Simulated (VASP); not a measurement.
A run of VASP 6.6.1:

INCAR

```
PREC = Accurate
ENCUT = 500
EDIFF = 1E-6
ISMEAR = 0
SIGMA = 0.01
LREAL = F
LASPH = T
NELM = 120
ALGO = Normal
ISIF = 2
LWAVE = F
LCHARG = F
GGA = PS
NBANDS = 11
GGA_COMPAT = F
```

File KPOINTS:

```
Automatic mesh
0
Gamma
  6 6 6
```

POSCAR

```
AlAs
1.0
    0.0000000000      2.8389251760      2.8389251760
    2.8389251760      0.0000000000      2.8389251760
    2.8389251760      2.8389251760      0.0000000000
Al As
1 1
Direct
    0.0000000000      0.0000000000      0.0000000000
    0.2500000000      0.2500000000      0.2500000000
```

Potentials or basis: VASP PAW PBE potentials, release 64 (Al, As).

Command:

```sh
$ cat potpaw_PBE.64/Al/POTCAR potpaw_PBE.64/As/POTCAR > POTCAR
$ mpirun -np 1 vasp_std > vasp.out
```

Hardware: 1 thread of Intel(R) Xeon(R) Platinum 8488C (Sapphire Rapids) (shared host).

**Question.** How long does it take, and how much memory?

**Answer.** Run time: 7.7 s on 1 thread of Intel(R) Xeon(R) Platinum 8488C (Sapphire Rapids), on a shared host, peak memory 0.16 GiB. Counts: scf iterations 12, k points 16.
